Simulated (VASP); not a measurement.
A run of VASP 6.6.1:

File INCAR:

```
PREC     = Accurate       # precision mode
ENCUT    = 520            # plane-wave cutoff, eV
EDIFF    = 1E-6           # SCF threshold, eV
ISMEAR   = 0              # smearing method
SIGMA    = 0.1            # smearing width, eV
LREAL    = False          # projectors in reciprocal space
LASPH    = True           # aspherical terms in the spheres
NELM     = 100            # most SCF steps
ALGO     = Normal         # electronic algorithm
ISIF     = 2              # what is computed and relaxed
LWAVE    = False          # write WAVECAR
LCHARG   = True           # write CHGCAR
GGA      = PE             # functional
LELF     = True           # ELF
LVHAR    = True         
NBANDS   = 28             # bands
```

KPOINTS

```
Automatic mesh
0
Gamma
  6 6 4
```

File POSCAR:

```
Si2Ge2P
1.0
    4.4887316729      0.0000000000      0.0000000000
   -2.2443658364      3.8873556596      0.0000000000
    0.0000000000      0.0000000000      7.0761116532
Si Ge P
2 2 1
Direct
    0.0000000000      0.0000000000      0.6993141360
    0.0000000000      0.0000000000      0.3006858640
    0.3333333333      0.6666666667      0.5000000000
    0.6666666667      0.3333333333      0.5000000000
    0.0000000000      0.0000000000      0.0000000000
```

Potentials or basis: VASP PAW PBE potentials, release 64 (Si, Ge_d, P).

The run is started by

```console
$ cat potpaw_PBE.64/Si/POTCAR potpaw_PBE.64/Ge_d/POTCAR potpaw_PBE.64/P/POTCAR > POTCAR
$ mpirun -np 1 vasp_std > vasp.out
```

Hardware: 1 thread of Intel(R) Xeon(R) Platinum 8488C (Sapphire Rapids), with other jobs on the host.

**Question.** How long does it take, and how much memory?

**Answer.** It took 58 s on 1 thread of Intel(R) Xeon(R) Platinum 8488C (Sapphire Rapids), with other jobs on the host, peak memory 0.27 GiB. Counts: scf iterations 14, k points 21.
